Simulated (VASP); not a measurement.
# AlN (F-43m) in VASP: further runs

AlN is run at these levels: PBEsol, r2SCAN; tasks: single point.

Everything below comes from runs of VASP 6.6.1. Logs are shortened: lines on timing, memory, paths and dates and some standing lists are left out, and cuts for length are marked.

### Step 1. The cell of the first run

The structure is cubic, space group F-43m (No. 216). The conventional cell has a = 4.370 Å, b = 4.370 Å, c = 4.370 Å, α = 90.00°, β = 90.00°, γ = 90.00°. Within 2.5 Å of Al (site symmetry -43m) lie 4 N at 1.89 Å. N (site symmetry -43m) has 4 Al at 1.89 Å within 2.5 Å.

### Step 2. Single point, PBEsol

INCAR

```
SYSTEM = AlN
PREC     = Accurate       ! precision mode
ENCUT    = 600            ! plane-wave cutoff, eV
EDIFF    = 1E-6           ! SCF threshold, eV
ISMEAR   = -1             ! smearing method
SIGMA    = 0.2            ! smearing width, eV
LREAL    = .FALSE.        ! projectors in reciprocal space
LASPH    = .TRUE.         ! aspherical terms in the spheres
NELM     = 120            ! most SCF steps
ALGO     = Normal         ! electronic algorithm
ISIF     = 2              ! what is computed and relaxed
LWAVE    = .FALSE.        ! write WAVECAR
LCHARG   = .TRUE.         ! write CHGCAR
GGA      = PS             ! functional
LELF     = .TRUE.         ! ELF
LVHAR    = .TRUE.       
NBANDS   = 11             ! bands
GGA_COMPAT= .FALSE.
```

KPOINTS

```
Automatic mesh
0
G
  8 8 8
  0 0 0
```

POSCAR

```
AlN
1.0
    0.0000000000      2.1848764208      2.1848764208
    2.1848764208      0.0000000000      2.1848764208
    2.1848764208      2.1848764208      0.0000000000
Al N
1 1
Direct
    0.0000000000      0.0000000000      0.0000000000
    0.2500000000      0.2500000000      0.2500000000
```

Potentials or basis: VASP PAW PBE potentials, release 64 (Al, N).

The run is started by

```
> cat potpaw_PBE.64/Al/POTCAR potpaw_PBE.64/N/POTCAR > POTCAR
> mpirun -np 1 vasp_std > vasp.out
```

OUTCAR:

```text
SYSTEM = AlN
   PREC = Accurate
   ENCUT = 600
   EDIFF = 1E-6
   ISMEAR = -1
   LREAL = .FALSE.
   LASPH = .TRUE.
   NELM = 120
   ISIF = 2
   GGA = PS

 ion  position               nearest neighbor table
   1  0.000  0.000  0.000-   2 1.89   2 1.89   2 1.89   2 1.89
   2  0.250  0.250  0.250-   1 1.89   1 1.89   1 1.89   1 1.89

  LATTYP: Found a face centered cubic cell.
 ALAT       =     4.3697528416

  Lattice vectors:

 A1 = (   0.0000000000,   2.1848764208,   2.1848764208)
 A2 = (   2.1848764208,   0.0000000000,   2.1848764208)
 A3 = (   2.1848764208,   2.1848764208,   0.0000000000)

Analysis of symmetry for initial positions (statically):
=====================================================================
 Subroutine PRICEL returns:
 Original cell was already a primitive cell.

 Routine SETGRP: Setting up the symmetry group for a
 face centered cubic supercell.

 Subroutine GETGRP returns: Found 24 space group operations
 (whereof 24 operations were pure point group operations)
 out of a pool of 48 trial point group operations.

The static configuration has the point symmetry T_d .

Analysis of symmetry for dynamics (positions and initial velocities):
=====================================================================
 Subroutine PRICEL returns:
 Original cell was already a primitive cell.

 Routine SETGRP: Setting up the symmetry group for a
 face centered cubic supercell.

 Subroutine GETGRP returns: Found 24 space group operations
 (whereof 24 operations were pure point group operations)
 out of a pool of 48 trial point group operations.

The dynamic configuration has the point symmetry T_d .

 Subroutine INISYM returns: Found 24 space group operations
 (whereof 24 operations are pure point group operations),
 and found     1 'primitive' translations

----------------------------------------------------------------------------------------

                                     Primitive cell

  volume of cell :      20.8598

  direct lattice vectors                    reciprocal lattice vectors
     0.000000000  2.184876421  2.184876421    -0.228845895  0.228845895  0.228845895
     2.184876421  0.000000000  2.184876421     0.228845895 -0.228845895  0.228845895
     2.184876421  2.184876421  0.000000000     0.228845895  0.228845895 -0.228845895

  length of vectors
     3.089881866  3.089881866  3.089881866     0.396372717  0.396372717  0.396372717

  position of ions in fractional coordinates (direct lattice)
     0.000000000  0.000000000  0.000000000
     0.250000000  0.250000000  0.250000000

  ion indices of the primitive-cell ions
   primitive index   ion index
                 1           1
                 2           2

----------------------------------------------------------------------------------------

 KPOINTS: Automatic mesh

Automatic generation of k-mesh.
 Grid dimensions read from file:
 generate k-points for:    8    8    8

 Generating k-lattice:

  Cartesian coordinates                     Fractional coordinates (reciprocal lattice)
    -0.028605737  0.028605737  0.028605737     0.125000000  0.000000000  0.000000000
     0.028605737 -0.028605737  0.028605737     0.000000000  0.125000000  0.000000000
     0.028605737  0.028605737 -0.028605737     0.000000000  0.000000000  0.125000000

  Length of vectors
     0.049546590  0.049546590  0.049546590

  Shift w.r.t. Gamma in fractional coordinates (k-lattice)
     0.000000000  0.000000000  0.000000000

 Subroutine IBZKPT returns following result:
 ===========================================

 Found     29 irreducible k-points:

 Following reciprocal coordinates:
            Coordinates               Weight
  0.000000  0.000000  0.000000      1.000000
  0.125000  0.000000  0.000000      8.000000
  0.250000  0.000000  0.000000      8.000000
  0.375000  0.000000  0.000000      8.000000
  0.500000  0.000000  0.000000      4.000000
  0.125000  0.125000  0.000000      6.000000
[... 16 lines left out ...]
  0.500000  0.250000  0.125000     48.000000
 -0.375000  0.250000  0.125000     24.000000
 [... further k-points ...]
   k-points           NKPTS =     29   k-points in BZ     NKDIM =     29   number of bands    NBANDS=     11
   number of dos      NEDOS =    301   number of ions     NIONS =      2
   total plane-waves  NPLWV =  21952
   dimension x,y,z NGX =    28 NGY =   28 NGZ =   28
   dimension x,y,z NGXF=    56 NGYF=   56 NGZF=   56
   ions per type =               1   1
   NGX,Y,Z   is equivalent  to a cutoff of  15.06, 15.06, 15.06 a.u.
   NGXF,Y,Z  is equivalent  to a cutoff of  30.13, 30.13, 30.13 a.u.
 SYSTEM =  AlN
   PREC   = accura    normal or accurate (medium, high low for compatibility)
   ISTART =      0    job   : 0-new  1-cont  2-samecut
   ICHARG =      2    charge: 1-file 2-atom 10-const
   ISPIN  =      1    spin polarized calculation?
   LNONCOLLINEAR =      F non collinear calculations
   LSORBIT =      F    spin-orbit coupling
   LASPH  =      T    aspherical Exc in radial PAW
   ENCUT  =  600.0 eV  44.10 Ry    6.64 a.u.   6.17  6.17  6.17*2*pi/ulx,y,z
   NELM   =    120;   NELMIN=  2; NELMDL= -5     # of ELM steps
   EDIFF  = 0.1E-05   stopping-criterion for ELM
   LREAL  =      F    real-space projection
   EDIFFG = 0.1E-04   stopping-criterion for IOM
   NSW    =      0    number of steps for IOM
   IBRION =     -1    ionic relax: 0-MD 1-quasi-New 2-CG
   NFREE  =      0    steps in history (QN), initial steepest desc. (CG)
   ISIF   =      2    stress and relaxation
   ISYM   =      2    0-nonsym 1-usesym 2-fastsym
   POTIM  = 0.5000    time-step for ionic-motion
   TEBEG  =    0.0;   TEEND  =   0.0 temperature during run
   PSTRESS=    0.0 pullay stress
   NELECT =       8.0000    total number of electrons
   NUPDOWN=      -1.0000    fix difference up-down
   EMIN   =  10.00;   EMAX   =-10.00  energy-range for DOS
   EFERMI =   0.00;   METHOD = LEGACY
   ISMEAR =    -1;   SIGMA  =   0.20  broadening in eV -4-tet -1-fermi 0-gaus
   EFERMI_NEDOS =   21; number of points for ismear=-14 and -15
   IALGO  =     38    algorithm
   IMIX   =      4    mixing-type and parameters
     AMIX     =   0.40;   BMIX     =  1.00
     AMIX_MAG =   1.60;   BMIX_MAG =  1.00
  volume/ion in A,a.u.               =      10.43        70.38
  Fermi-wavevector in a.u.,A,eV,Ry     =   1.189418  2.247675 19.248378  1.414716
  Thomas-Fermi vector in A             =   2.325526
   LORBIT       =      0    0 simple, 1 ext, 2 COOP (PROOUT), +10 PAW based schemes
   GGA     = PS    functional components
   LHFCALC =     F    Hartree Fock is set to
   AEXX    =    0.0000 exact exchange contribution
   IVDW    =     0    specifies the selected vdW correction
   LEPSILON=     F    determine dielectric tensor
   LRPA    =     F    only Hartree local field effects (RPA)
 non-spin polarized calculation
  energy-cutoff  :      600.00
  volume of cell :       20.86
 maximum number of plane-waves:       725
 NGX is ok and might be reduce to    28
   NGX = 13   NGY = 13   NGZ = 13

 number of electron       7.9999999 magnetization

 Free energy of the ion-electron system (eV)
  ---------------------------------------------------
  ext. energy  EPLUGINS =         0.00000000
  ---------------------------------------------------
  free energy    TOTEN  =       -15.61244227 eV

  energy without entropy =      -15.61237125  energy(sigma->0) =      -15.61240676

 E-fermi :   7.7296     XC(G=0): -11.1243

 val. band max:        5.8665950510   @ k =   0.0000   0.0000   0.0000
 cond. band min:       9.0528094195   @ k =   0.5000   0.5000   0.0000
 fundamental gap:      3.1862143684
 Fermi energy:         7.7295581547

 k-point     1 :       0.0000    0.0000    0.0000
  band No.  band energies     occupation
      1      -9.0854      2.00000
      2       5.8666      1.99982
      3       5.8666      1.99982
      4       5.8666      1.99982
      5       9.9887      0.00002
      6      18.3232      0.00000
      7      18.3232      0.00000
      8      18.3232      0.00000
      9      23.4440      0.00000
     10      23.4440      0.00000
     11      24.7940      0.00000

 k-point     2 :       0.1250    0.0000    0.0000
  band No.  band energies     occupation
      1      -8.8558      2.00000
      2       4.6748      2.00000
      3       5.7876      1.99988
      4       5.7876      1.99988
      5      10.9344      0.00000
      6      17.7470      0.00000
      7      18.4958      0.00000
      8      18.4958      0.00000
      9      21.8856      0.00000
     10      21.8856      0.00000
     11      23.7238      0.00000

 k-point     3 :       0.2500    0.0000    0.0000
  band No.  band energies     occupation
      1      -8.2249      2.00000
      2       2.5799      2.00000
      3       5.6098      1.99995
      4       5.6098      1.99995
      5      12.2424      0.00000
      6      16.7296      0.00000
      7      18.0817      0.00000
      8      18.0817      0.00000
      9      22.0156      0.00000
     10      22.0156      0.00000
     11      22.9274      0.00000

 k-point     4 :       0.3750    0.0000    0.0000
  band No.  band energies     occupation
      1      -7.4239      2.00000
      2       0.7432      2.00000
      3       5.4478      1.99998
      4       5.4478      1.99998
      5      12.9493      0.00000
      6      15.9382      0.00000
      7      17.2338      0.00000
      8      17.2338      0.00000
      9      23.2260      0.00000
     10      24.0447      0.00000
     11      24.0447      0.00000
[... 239 lines left out ...]
 k-point    22 :       0.3750    0.2500    0.1250
  band No.  band energies     occupation
      1      -7.7170      2.00000
      2       2.2764      2.00000
      3       4.3744      2.00000
      4       5.2597      1.99999
      5      12.5813      0.00000
      6      16.2843      0.00000
      7      16.6010      0.00000
      8      19.0384      0.00000
      9      20.3979      0.00000
     10      24.8548      0.00000
     11      27.3527      0.00000

 k-point    23 :       0.5000    0.2500    0.1250
  band No.  band energies     occupation
      1      -7.0253      2.00000
      2       1.2053      2.00000
      3       3.7770      2.00000
      4       4.9274      2.00000
      5      12.8022      0.00000
      6      15.3932      0.00000
      7      17.2992      0.00000
      8      18.6401      0.00000
      9      21.7835      0.00000
     10      25.3758      0.00000
     11      27.4852      0.00000

 k-point    24 :      -0.3750    0.2500    0.1250
  band No.  band energies     occupation
      1      -6.6800      2.00000
      2       0.6773      2.00000
      3       3.6221      2.00000
      4       4.7383      2.00000
      5      12.8530      0.00000
      6      15.0112      0.00000
      7      17.9320      0.00000
      8      18.4465      0.00000
      9      22.9174      0.00000
     10      24.4967      0.00000
     11      27.7477      0.00000

 [... further k-points ...]

------------------------ aborting loop because EDIFF is reached ----------------------------------------

  FORCE on cell =-STRESS in cart. coord.  units (eV):
  Direction    XX          YY          ZZ          XY          YZ          ZX
  --------------------------------------------------------------------------------------
  -------------------------------------------------------------------------------------
  Total        0.1211364      0.1211364      0.1211364      0.0000000      0.0000000      0.0000000
  in kB        9.3041052      9.3041052      9.3041052      0.0000000      0.0000000      0.0000000
  external PRESSURE =       9.3041052 kB  Pullay stress =       0.0000000 kB

 VOLUME and BASIS-vectors are now :
 -----------------------------------------------------------------------------
  energy-cutoff  :      600.00
  volume of cell :       20.86
      direct lattice vectors                 reciprocal lattice vectors
     0.000000000  2.184876421  2.184876421    -0.228845895  0.228845895  0.228845895
     2.184876421  0.000000000  2.184876421     0.228845895 -0.228845895  0.228845895
     2.184876421  2.184876421  0.000000000     0.228845895  0.228845895 -0.228845895

 POSITION                                       TOTAL-FORCE (eV/Angst)
 -----------------------------------------------------------------------------------
      0.00000      0.00000      0.00000         0.000000      0.000000      0.000000
      1.09244      1.09244      1.09244        -0.000000     -0.000000     -0.000000
 -----------------------------------------------------------------------------------
    total drift:                                0.000000      0.000000      0.000000

  FREE ENERGIE OF THE ION-ELECTRON SYSTEM (eV)
  ---------------------------------------------------
  free  energy   TOTEN  =       -15.6124422739 eV

  energy  without entropy=      -15.6123712517  energy(sigma->0) =      -15.61240676
```

It took 6.5 s on 1 thread of Intel Xeon 6975P-C (Granite Rapids), shared host; peak memory 0.15 GiB.

Results:

```
Free energy            : -15.6124 eV
Pressure               : 0.9 GPa
Band gap on the k mesh : 3.19 eV, indirect (least direct gap 4.12 eV)
```

Levels at points of the mesh, in eV from the valence-band top:
```tsv
k point	band 1	band 2	band 3	band 4	band 5	band 6	band 7	band 8
(0.00, 0.00, 0.00)	-14.95	0.00	0.00	0.00	4.12	12.46	12.46	12.46
(0.50, 0.00, 0.00)	-12.87	-5.91	-0.48	-0.48	7.28	9.76	11.03	11.03
(0.50, 0.50, 0.00)	-12.23	-4.94	-1.79	-1.79	3.19	8.47	13.86	15.61
```

Caveat: the PAW data sets were made with another functional, which shifts forces and pressure a little. A k mesh can miss the band edges.

### Step 3. Single point, r2SCAN

POSCAR is that of step 2.

INCAR.step1

```
PREC = Accurate ; ENCUT = 660
ISMEAR = 0 ; SIGMA = 0.01
LREAL = False ; LASPH = True
NELM = 120 ; NBANDS = 11
GGA = PE ; ALGO = Normal
EDIFF = 1E-5 ; LWAVE = True
LCHARG = False ; GGA_COMPAT = False
```

INCAR.step2

```
PREC = Accurate ; ENCUT = 660
EDIFF = 1E-6 ; ISMEAR = 0
SIGMA = 0.01 ; LREAL = False
LASPH = True ; NELM = 120
ALGO = Normal ; ISIF = 2
LWAVE = False ; LCHARG = False
METAGGA = R2SCAN ; LMIXTAU = True
NBANDS = 11 ; ISTART = 1
GGA_COMPAT = False
```

KPOINTS

```
regular mesh
0
Gamma
  8 8 8
```

Potentials or basis: VASP PAW PBE potentials, release 64 (Al, N).

The run is started by

```
> cat potpaw_PBE.64/Al/POTCAR potpaw_PBE.64/N/POTCAR > POTCAR
> cp INCAR.step1 INCAR
> mpirun -np 1 vasp_std > vasp.out
> cp INCAR.step2 INCAR
> mpirun -np 1 vasp_std > vasp.out
```

Wall time 29 s (1 thread of Intel Xeon 6975P-C (Granite Rapids), shared host); peak memory 0.15 GiB.

It converged, with:

| Item | Value |
| --- | --- |
| Free energy | -19.1787 eV |
| Pressure | -0.4 GPa |
| Band gap on the k mesh | 3.93 eV, indirect (least direct gap 4.88 eV) |

Levels at points of the mesh, in eV from the valence-band top:
| k point | band 1 | band 2 | band 3 | band 4 | band 5 | band 6 | band 7 | band 8 | band 9 |
| --- | --- | --- | --- | --- | --- | --- | --- | --- | --- |
| (0.00, 0.00, 0.00) | -15.74 | 0.00 | 0.00 | 0.00 | 4.88 | 13.51 | 13.51 | 13.51 | 18.52 |
| (0.50, 0.00, 0.00) | -13.73 | -5.89 | -0.49 | -0.49 | 8.20 | 10.82 | 11.94 | 11.94 | 19.31 |
| (0.50, 0.50, 0.00) | -13.10 | -4.95 | -1.80 | -1.80 | 3.93 | 9.47 | 15.18 | 16.94 | 16.94 |

Caveat: the PAW data sets were made with another functional, which shifts forces and pressure a little. A k mesh can miss the band edges.
